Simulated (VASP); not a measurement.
# S (Pm-3m) in VASP: notebook

S is run at these levels: PBE; tasks: single point, relaxation of cell and atoms.

Program: VASP 6.6.1. These are calculated values, not measurements. Logs are shortened: lines on timing, memory, paths and dates and some standing lists are left out, and cuts for length are marked.

### 1 The cell of the first run

It takes space group Pm-3m (No. 221, cubic). The conventional cell has a = 2.478 Å, b = 2.478 Å, c = 2.478 Å, α = 90.00°, β = 90.00°, γ = 90.00°. Within 3.3 Å of S (site symmetry m-3m) lie 6 S at 2.48 Å.

### 2 Single point, PBE

The input, INCAR:

```
SYSTEM = S
PREC = Accurate ; ENCUT = 520
EDIFF = 1E-7 ; ISMEAR = -1
SIGMA = 0.1 ; LREAL = .False.
LASPH = .True. ; NELM = 100
ALGO = Normal ; ISIF = 2
LWAVE = .False. ; LCHARG = .True.
GGA = PE ; LELF = .True.
LVHAR = .True. ; NBANDS = 9
```

The input, KPOINTS:

```
Automatic mesh
0
Gamma
  15 15 15
  0 0 0
```

The input, POSCAR:

```
S
1.0
    2.4781063382      0.0000000000      0.0000000000
    0.0000000000      2.4781063382      0.0000000000
    0.0000000000      0.0000000000      2.4781063382
S
1
Direct
    0.0000000000      0.0000000000      0.0000000000
```

Potentials or basis: VASP PAW PBE potentials, release 64 (S).

Run with:

```
> cat potpaw_PBE.64/S/POTCAR > POTCAR
> mpirun -np 1 vasp_std > vasp.out
```

OUTCAR:

```text
SYSTEM = S
   PREC = Accurate
   ENCUT = 520
   EDIFF = 1E-7
   ISMEAR = -1
   LREAL = .False.
   LASPH = .True.
   NELM = 100
   ISIF = 2
   GGA = PE

 ion  position               nearest neighbor table
   1  0.000  0.000  0.000-

  LATTYP: Found a simple cubic cell.
 ALAT       =     2.4781063382

  Lattice vectors:

 A1 = (   2.4781063382,   0.0000000000,   0.0000000000)
 A2 = (   0.0000000000,   2.4781063382,   0.0000000000)
 A3 = (   0.0000000000,   0.0000000000,   2.4781063382)

Analysis of symmetry for initial positions (statically):
=====================================================================
 Subroutine PRICEL returns:
 Original cell was already a primitive cell.

 Routine SETGRP: Setting up the symmetry group for a
 simple cubic supercell.

 Subroutine GETGRP returns: Found 48 space group operations
 (whereof 48 operations were pure point group operations)
 out of a pool of 48 trial point group operations.

The static configuration has the point symmetry O_h .

Analysis of symmetry for dynamics (positions and initial velocities):
=====================================================================
 Subroutine PRICEL returns:
 Original cell was already a primitive cell.

 Routine SETGRP: Setting up the symmetry group for a
 simple cubic supercell.

 Subroutine GETGRP returns: Found 48 space group operations
 (whereof 48 operations were pure point group operations)
 out of a pool of 48 trial point group operations.

The dynamic configuration has the point symmetry O_h .

 Subroutine INISYM returns: Found 48 space group operations
 (whereof 48 operations are pure point group operations),
 and found     1 'primitive' translations

----------------------------------------------------------------------------------------

                                     Primitive cell

  volume of cell :      15.2181

  direct lattice vectors                    reciprocal lattice vectors
     2.478106338  0.000000000  0.000000000     0.403533934  0.000000000  0.000000000
     0.000000000  2.478106338  0.000000000     0.000000000  0.403533934  0.000000000
     0.000000000  0.000000000  2.478106338     0.000000000  0.000000000  0.403533934

  length of vectors
     2.478106338  2.478106338  2.478106338     0.403533934  0.403533934  0.403533934

  position of ions in fractional coordinates (direct lattice)
     0.000000000  0.000000000  0.000000000

  ion indices of the primitive-cell ions
   primitive index   ion index
                 1           1

----------------------------------------------------------------------------------------

 KPOINTS: Automatic mesh

Automatic generation of k-mesh.
 Grid dimensions read from file:
 generate k-points for:   15   15   15

 Generating k-lattice:

  Cartesian coordinates                     Fractional coordinates (reciprocal lattice)
     0.026902262  0.000000000  0.000000000     0.066666667  0.000000000  0.000000000
     0.000000000  0.026902262  0.000000000     0.000000000  0.066666667  0.000000000
     0.000000000  0.000000000  0.026902262     0.000000000  0.000000000  0.066666667

  Length of vectors
     0.026902262  0.026902262  0.026902262

  Shift w.r.t. Gamma in fractional coordinates (k-lattice)
     0.000000000  0.000000000  0.000000000

 Subroutine IBZKPT returns following result:
 ===========================================

 Found    120 irreducible k-points:

 Following reciprocal coordinates:
            Coordinates               Weight
  0.000000  0.000000  0.000000      1.000000
  0.066667  0.000000  0.000000      6.000000
  0.133333  0.000000  0.000000      6.000000
  0.200000  0.000000  0.000000      6.000000
  0.266667  0.000000  0.000000      6.000000
  0.333333  0.000000  0.000000      6.000000
[... 16 lines left out ...]
  0.266667  0.200000  0.000000     24.000000
  0.333333  0.200000  0.000000     24.000000
 [... further k-points ...]
   k-points           NKPTS =    120   k-points in BZ     NKDIM =    120   number of bands    NBANDS=      9
   number of dos      NEDOS =    301   number of ions     NIONS =      1
   total plane-waves  NPLWV =   5832
   dimension x,y,z NGX =    18 NGY =   18 NGZ =   18
   dimension x,y,z NGXF=    36 NGYF=   36 NGZF=   36
   ions per type =               1
   NGX,Y,Z   is equivalent  to a cutoff of  12.08, 12.08, 12.08 a.u.
   NGXF,Y,Z  is equivalent  to a cutoff of  24.15, 24.15, 24.15 a.u.
 SYSTEM =  S
   PREC   = accura    normal or accurate (medium, high low for compatibility)
   ISTART =      0    job   : 0-new  1-cont  2-samecut
   ICHARG =      2    charge: 1-file 2-atom 10-const
   ISPIN  =      1    spin polarized calculation?
   LNONCOLLINEAR =      F non collinear calculations
   LSORBIT =      F    spin-orbit coupling
   LASPH  =      T    aspherical Exc in radial PAW
   ENCUT  =  520.0 eV  38.22 Ry    6.18 a.u.   4.61  4.61  4.61*2*pi/ulx,y,z
   NELM   =    100;   NELMIN=  2; NELMDL= -5     # of ELM steps
   EDIFF  = 0.1E-06   stopping-criterion for ELM
   LREAL  =      F    real-space projection
   EDIFFG = 0.1E-05   stopping-criterion for IOM
   NSW    =      0    number of steps for IOM
   IBRION =     -1    ionic relax: 0-MD 1-quasi-New 2-CG
   NFREE  =      0    steps in history (QN), initial steepest desc. (CG)
   ISIF   =      2    stress and relaxation
   ISYM   =      2    0-nonsym 1-usesym 2-fastsym
   POTIM  = 0.5000    time-step for ionic-motion
   TEBEG  =    0.0;   TEEND  =   0.0 temperature during run
   PSTRESS=    0.0 pullay stress
   NELECT =       6.0000    total number of electrons
   NUPDOWN=      -1.0000    fix difference up-down
   EMIN   =  10.00;   EMAX   =-10.00  energy-range for DOS
   EFERMI =   0.00;   METHOD = LEGACY
   ISMEAR =    -1;   SIGMA  =   0.10  broadening in eV -4-tet -1-fermi 0-gaus
   EFERMI_NEDOS =   21; number of points for ismear=-14 and -15
   IALGO  =     38    algorithm
   IMIX   =      4    mixing-type and parameters
     AMIX     =   0.40;   BMIX     =  1.00
     AMIX_MAG =   1.60;   BMIX_MAG =  1.00
  volume/ion in A,a.u.               =      15.22       102.70
  Fermi-wavevector in a.u.,A,eV,Ry     =   1.200435  2.268493 19.606596  1.441044
  Thomas-Fermi vector in A             =   2.336271
   LORBIT       =      0    0 simple, 1 ext, 2 COOP (PROOUT), +10 PAW based schemes
   GGA     = PE    functional components
   LHFCALC =     F    Hartree Fock is set to
   AEXX    =    0.0000 exact exchange contribution
   IVDW    =     0    specifies the selected vdW correction
   LEPSILON=     F    determine dielectric tensor
   LRPA    =     F    only Hartree local field effects (RPA)
 non-spin polarized calculation
  energy-cutoff  :      520.00
  volume of cell :       15.22
 maximum number of plane-waves:       437
   NGX =  9   NGY =  9   NGZ =  9

 number of electron       5.9999998 magnetization

 Free energy of the ion-electron system (eV)
  ---------------------------------------------------
  ext. energy  EPLUGINS =         0.00000000
  ---------------------------------------------------
  free energy    TOTEN  =        -3.45301872 eV

  energy without entropy =       -3.44243014  energy(sigma->0) =       -3.44772443

 E-fermi :   8.9049     XC(G=0): -11.1354

 val. band max:        8.8034600194   @ k =   0.2667   0.1333   0.0667
 cond. band min:       8.9121877541   @ k =   0.1333   0.1333   0.1333
 fundamental gap:      0.1087277347
 Fermi energy:         8.9049488483

 k-point     1 :       0.0000    0.0000    0.0000
  band No.  band energies     occupation
      1      -9.4589      2.00000
      2      10.5624      0.00000
      3      10.5624      0.00000
      4      10.5624      0.00000
      5      15.7503      0.00000
      6      15.7503      0.00000
      7      20.1339      0.00000
      8      31.5745      0.00000
      9      31.5745      0.00000

 k-point     2 :       0.0667    0.0000    0.0000
  band No.  band energies     occupation
      1      -9.3697      2.00000
      2       9.5823      0.00229
      3      10.6246      0.00000
      4      10.6246      0.00000
      5      15.8240      0.00000
      6      16.6250      0.00000
      7      20.4574      0.00000
      8      30.8633      0.00000
      9      30.8673      0.00000

 k-point     3 :       0.1333    0.0000    0.0000
  band No.  band energies     occupation
      1      -9.1049      2.00000
      2       7.6633      1.99999
      3      10.8065      0.00000
      4      10.8065      0.00000
      5      16.0402      0.00000
      6      18.0461      0.00000
      7      21.5792      0.00000
      8      29.3012      0.00000
      9      29.3012      0.00000

 k-point     4 :       0.2000    0.0000    0.0000
  band No.  band energies     occupation
      1      -8.6735      2.00000
      2       5.6126      2.00000
      3      11.0933      0.00000
      4      11.0933      0.00000
      5      16.3825      0.00000
      6      19.1325      0.00000
      7      23.4494      0.00000
      8      27.5488      0.00000
      9      27.5488      0.00000

 k-point     5 :       0.2667    0.0000    0.0000
  band No.  band energies     occupation
      1      -8.0955      2.00000
      2       3.6617      2.00000
      3      11.4563      0.00000
      4      11.4563      0.00000
      5      16.8185      0.00000
      6      20.0512      0.00000
      7      25.2939      0.00000
      8      25.8976      0.00000
      9      25.8976      0.00000

 k-point     6 :       0.3333    0.0000    0.0000
  band No.  band energies     occupation
      1      -7.4140      2.00000
      2       1.9218      2.00000
      3      11.8469      0.00000
      4      11.8469      0.00000
      5      17.2924      0.00000
      6      21.0067      0.00000
      7      24.4967      0.00000
      8      24.4967      0.00000
      9      26.0631      0.00000
[... 169 lines left out ...]
 k-point    21 :       0.4667    0.1333    0.0000
  band No.  band energies     occupation
      1      -5.8862      2.00000
      2      -0.0132      2.00000
      3       9.9229      0.00008
      4      12.6221      0.00000
      5      18.7800      0.00000
      6      19.7100      0.00000
      7      23.1872      0.00000
      8      25.0037      0.00000
      9      26.4804      0.00000

 k-point    22 :       0.2000    0.2000    0.0000
  band No.  band energies     occupation
      1      -7.8895      2.00000
      2       5.9348      2.00000
      3       6.6294      2.00000
      4      11.6130      0.00000
      5      18.3648      0.00000
      6      21.4549      0.00000
      7      23.2366      0.00000
      8      26.2479      0.00000
      9      27.7745      0.00000

 k-point    23 :       0.2667    0.2000    0.0000
  band No.  band energies     occupation
      1      -7.3123      2.00000
      2       4.3005      2.00000
      3       6.7925      2.00000
      4      11.9674      0.00000
      5      18.7779      0.00000
      6      20.1276      0.00000
      7      24.6728      0.00000
      8      26.4238      0.00000
      9      27.2864      0.00000

 k-point    24 :       0.3333    0.2000    0.0000
  band No.  band energies     occupation
      1      -6.6311      2.00000
      2       2.5976      2.00000
      3       7.2787      2.00000
      4      12.3476      0.00000
      5      18.1888      0.00000
      6      19.8862      0.00000
      7      25.0701      0.00000
      8      25.5332      0.00000
      9      28.2171      0.00000

 [... further k-points ...]

------------------------ aborting loop because EDIFF is reached ----------------------------------------

  FORCE on cell =-STRESS in cart. coord.  units (eV):
  Direction    XX          YY          ZZ          XY          YZ          ZX
  --------------------------------------------------------------------------------------
  -------------------------------------------------------------------------------------
  Total        1.2164672      1.2164672      1.2164672      0.0000000      0.0000000      0.0000000
  in kB      128.0711125    128.0711125    128.0711125      0.0000000      0.0000000      0.0000000
  external PRESSURE =     128.0711125 kB  Pullay stress =       0.0000000 kB

 VOLUME and BASIS-vectors are now :
 -----------------------------------------------------------------------------
  energy-cutoff  :      520.00
  volume of cell :       15.22
      direct lattice vectors                 reciprocal lattice vectors
     2.478106338  0.000000000  0.000000000     0.403533934  0.000000000  0.000000000
     0.000000000  2.478106338  0.000000000     0.000000000  0.403533934  0.000000000
     0.000000000  0.000000000  2.478106338     0.000000000  0.000000000  0.403533934

 POSITION                                       TOTAL-FORCE (eV/Angst)
 -----------------------------------------------------------------------------------
      0.00000      0.00000      0.00000         0.000000      0.000000      0.000000
 -----------------------------------------------------------------------------------
    total drift:                                0.000000      0.000000     -0.000000

  FREE ENERGIE OF THE ION-ELECTRON SYSTEM (eV)
  ---------------------------------------------------
  free  energy   TOTEN  =        -3.4530187214 eV

  energy  without entropy=       -3.4424301368  energy(sigma->0) =       -3.44772443
```

Wall time 9.2 s (1 thread of Intel Xeon Platinum 8488C (Sapphire Rapids), shared host); peak memory 0.12 GiB.

Results:

```yaml
Free_energy: -3.4530 eV
Pressure: 12.8 GPa
Band_gap_on_the_k_mesh: zero (band 3 reaches 12.40 eV, above the bottom of band 4 at 4.71 eV)
```

Levels at points of the mesh, in eV from the Fermi level:
| k point | band 1 | band 2 | band 3 | band 4 | band 5 | band 6 |
| --- | --- | --- | --- | --- | --- | --- |
| (0.00, 0.00, 0.00) | -18.36 | 1.66 | 1.66 | 1.66 | 6.85 | 6.85 |

### 3 Single point, PBE

The input, INCAR:

```
SYSTEM = S
PREC = Accurate ; ENCUT = 520
EDIFF = 1E-7 ; ISMEAR = -1
SIGMA = 0.1 ; LREAL = .FALSE.
LASPH = .TRUE. ; NELM = 80
ALGO = Normal ; ISIF = 2
LWAVE = .FALSE. ; LCHARG = .TRUE.
GGA = PE ; LELF = .TRUE.
LVHAR = .TRUE. ; NBANDS = 9
```

The input, KPOINTS:

```
Automatic mesh
0
G
  15 15 15
  0 0 0
```

The input, POSCAR:

```
S
1.0
    2.4784776078      0.0000000000      0.0000000000
    0.0000000000      2.4784776078      0.0000000000
    0.0000000000      0.0000000000      2.4784776078
S
1
Direct
    0.0000000000      0.0000000000      0.0000000000
```

Potentials or basis: VASP PAW PBE potentials, release 64 (S).

Run with:

```
> cat potpaw_PBE.64/S/POTCAR > POTCAR
> mpirun -np 1 vasp_std > vasp.out
```

It took 8.6 s on 1 thread of Intel Xeon Platinum 8488C (Sapphire Rapids), shared host; peak memory 0.12 GiB.

The run converged. Its results:

| Quantity | Value |
| --- | --- |
| Free energy | -3.4536 eV |
| Pressure | 12.7 GPa |
| Band gap on the k mesh | zero (band 3 reaches 12.39 eV, above the bottom of band 4 at 4.70 eV) |

Levels at points of the mesh, in eV from the Fermi level:
| k point | band 1 | band 2 | band 3 | band 4 | band 5 | band 6 | band 7 |
| --- | --- | --- | --- | --- | --- | --- | --- |
| (0.00, 0.00, 0.00) | -18.36 | 1.66 | 1.66 | 1.66 | 6.85 | 6.85 | 11.23 |

### 4 Relaxation of cell and atoms, PBE, target pressure 13 GPa, at which the enthalpy is minimised

This run uses another cell than the first one, of 14.87 Å³/atom, 0.977 times its volume.

The input, INCAR:

```
PREC = Accurate
ENCUT = 600
EDIFF = 1E-7
ISMEAR = -1
SIGMA = 0.1
LREAL = False
LASPH = True
NELM = 60
ALGO = Normal
ISIF = 3
LWAVE = False
LCHARG = False
GGA = PE
IBRION = 2
NSW = 60
EDIFFG = -0.005
PSTRESS = 130.0
```

The input, KPOINTS:

```
regular mesh
0
Gamma
  15 15 15
```

The input, POSCAR:

```
S
1.0
    2.4591738464      0.0000000000      0.0000000000
    0.0000000000      2.4591738464      0.0000000000
    0.0000000000      0.0000000000      2.4591738464
S
1
Direct
    0.0000000000      0.0000000000      0.0000000000
```

Run with:

```
> cat potpaw_PBE.64/S/POTCAR > POTCAR
> mpirun -np 1 vasp_std > vasp.out
```

Run time: 16 s. Hardware: 1 thread of Intel Xeon Platinum 8488C (Sapphire Rapids), shared host; peak memory 0.12 GiB.

The run converged. Its results:

| Quantity | Value |
| --- | --- |
| Free energy | -3.4518 eV |
| Relaxed volume | 15.20 Å³/atom |
| Relaxed cell | a = 2.477 Å, b = 2.477 Å, c = 2.477 Å, α = 90.00°, β = 90.00°, γ = 90.00° |
| Space group after relaxing (to 0.05 Å) | Pm-3m (No. 221) |
| Energy change on relaxing (the enthalpy is what falls) | -29.8 meV/atom |
| Ionic steps | 3 |
| Pressure after relaxing | 13.0 GPa |
| Band gap on the k mesh | zero (band 3 reaches 12.42 eV, above the bottom of band 4 at 4.72 eV) |

The path:
| step | energy change (eV) | largest force (eV/Å) | pressure (GPa) | volume (Å³) |
| --- | --- | --- | --- | --- |
| 1 | 0.0000 | 0.0000 | 16.07 | 14.87 |
| 2 | -0.0513 | 0.0000 | 10.52 | 15.49 |
| 3 | -0.0298 | 0.0000 | 13.00 | 15.20 |

Final structure:
```yaml
crystal:
  lattice:
    - [2.47720, 0.00000, 0.00000]
    - [0.00000, 2.47720, 0.00000]
    - [0.00000, 0.00000, 2.47720]
  atoms:
    - { symbol: S, position: [0.00000, 0.00000, 0.00000] }
```

Levels at points of the mesh, in eV from the Fermi level:
```
           k point  band 1  band 2  band 3  band 4  band 5  band 6  band 7
(0.00, 0.00, 0.00)  -18.38    1.66    1.66    1.66    6.84    6.84   11.24
```

Caveat: the cell is relaxed towards a set pressure, so the enthalpy falls and the energy may rise.

### 5 Relaxation of cell and atoms, PBE, target pressure 13 GPa, at which the enthalpy is minimised

The input, INCAR:

```
SYSTEM = S
PREC     = Accurate       ! precision mode
ENCUT    = 600            ! plane-wave cutoff, eV
EDIFF    = 1E-6           ! SCF threshold, eV
ISMEAR   = -1             ! smearing method
SIGMA    = 0.1            ! smearing width, eV
LREAL    = .False.        ! projectors in reciprocal space
LASPH    = .True.         ! aspherical terms in the spheres
NELM     = 100            ! most SCF steps
ALGO     = Normal         ! electronic algorithm
ISIF     = 3              ! what is computed and relaxed
LWAVE    = .False.        ! write WAVECAR
LCHARG   = .False.        ! write CHGCAR
GGA      = PE             ! functional
IBRION   = 2              ! ionic algorithm
NSW      = 32             ! ionic steps
EDIFFG   = -0.005         ! ionic threshold
PSTRESS  = 130.0
```

The input, KPOINTS:

```
regular mesh
0
Gamma
  15 15 15
  0 0 0
```

The input, POSCAR:

```
S
1.0
    2.4781063382      0.0000000000      0.0000000000
    0.0000000000      2.4781063382      0.0000000000
    0.0000000000      0.0000000000      2.4781063382
S
1
Direct
    0.0000000000      0.0000000000      0.0000000000
```

Run with:

```
> cat potpaw_PBE.64/S/POTCAR > POTCAR
> mpirun -np 1 vasp_std > vasp.out
```

Run time: 13 s. Hardware: 1 thread of Intel Xeon Platinum 8488C (Sapphire Rapids), shared host; peak memory 0.12 GiB.

It converged, with:

* Free energy: -3.4518 eV
* Relaxed volume: 15.20 Å³/atom
* Relaxed cell: a = 2.477 Å, b = 2.477 Å, c = 2.477 Å, α = 90.00°, β = 90.00°, γ = 90.00°
* Space group after relaxing (to 0.05 Å): Pm-3m (No. 221)
* Energy change on relaxing (the enthalpy is what falls): +1.4 meV/atom
* Ionic steps: 3
* Pressure after relaxing: 13.0 GPa
* Band gap on the k mesh: zero (band 3 reaches 12.42 eV, above the bottom of band 4 at 4.72 eV)

The path:
| step | energy change (eV) | largest force (eV/Å) | pressure (GPa) | volume (Å³) |
| --- | --- | --- | --- | --- |
| 1 | 0.0000 | 0.0000 | 12.85 | 15.22 |
| 2 | 0.0025 | 0.0000 | 13.12 | 15.19 |
| 3 | 0.0014 | 0.0000 | 13.01 | 15.20 |

Final structure:
```yaml
crystal:
  lattice:
    - [2.47718, 0.00000, 0.00000]
    - [0.00000, 2.47718, 0.00000]
    - [0.00000, 0.00000, 2.47718]
  atoms:
    - { symbol: S, position: [0.00000, 0.00000, 0.00000] }
```

Levels at points of the mesh, in eV from the Fermi level:
```tsv
k point	band 1	band 2	band 3	band 4	band 5	band 6	band 7
(0.00, 0.00, 0.00)	-18.38	1.66	1.66	1.66	6.84	6.84	11.24
```

Caveat: the cell is relaxed towards a set pressure, so the enthalpy falls and the energy may rise.

### 6 Overview

```csv
task,cell,cutoff (eV),gap on the mesh (eV),pressure (GPa)
single point,"a = 2.478 Å, 1 atom",520,none,12.7
relaxation of cell and atoms,"relaxed to 13 GPa from a = 2.459 Å, 1 atom",600,none,13.0
relaxation of cell and atoms,"relaxed to 13 GPa from a = 2.478 Å, 1 atom",600,none,13.0
```

Alike in all rows: level PBE; potentials or basis VASP PAW PBE potentials, release 64 (S); no spin polarisation; k mesh 15 × 15 × 15; smearing fermi-dirac 0.1 eV.

Caveats: the cell is relaxed towards a set pressure, so the enthalpy falls and the energy may rise (some runs).

Total energies depend on the potentials used, so only differences within one code and one set of settings carry meaning.
